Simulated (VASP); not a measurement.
A run of VASP 6.6.1 is set up as follows.

The input INCAR:

```
ALGO = Normal ; EDIFF = 1E-6
ENCUT = 520 ; ISIF = 2
ISMEAR = 0 ; LASPH = T
LCHARG = T ; LELF = T
LREAL = F ; LVHAR = T
LWAVE = F ; NBANDS = 14
NELM = 100 ; PREC = Accurate
SIGMA = 0.15
```

The input KPOINTS:

```
k-points
0
Gamma
  20 20 20
```

The input POSCAR:

```
ZrB
1.0
    0.0000000000      2.4544262213      2.0862622881
    2.4544262213      0.0000000000      2.0862622881
    2.4544262213      2.4544262213      0.0000000000
Zr B
1 1
Direct
    0.0000000000      0.0000000000      0.0000000000
    0.5000000000      0.5000000000      0.5000000000
```

Potentials or basis: VASP PAW LDA potentials, release 64 (Zr_sv, B).

Launch:

```console
$ cat potpaw_LDA.64/Zr_sv/POTCAR potpaw_LDA.64/B/POTCAR > POTCAR
$ mpirun -np 1 vasp_std > vasp.out
```

(1) Predict the pressure.

Answers

(1) 29.2 GPa.
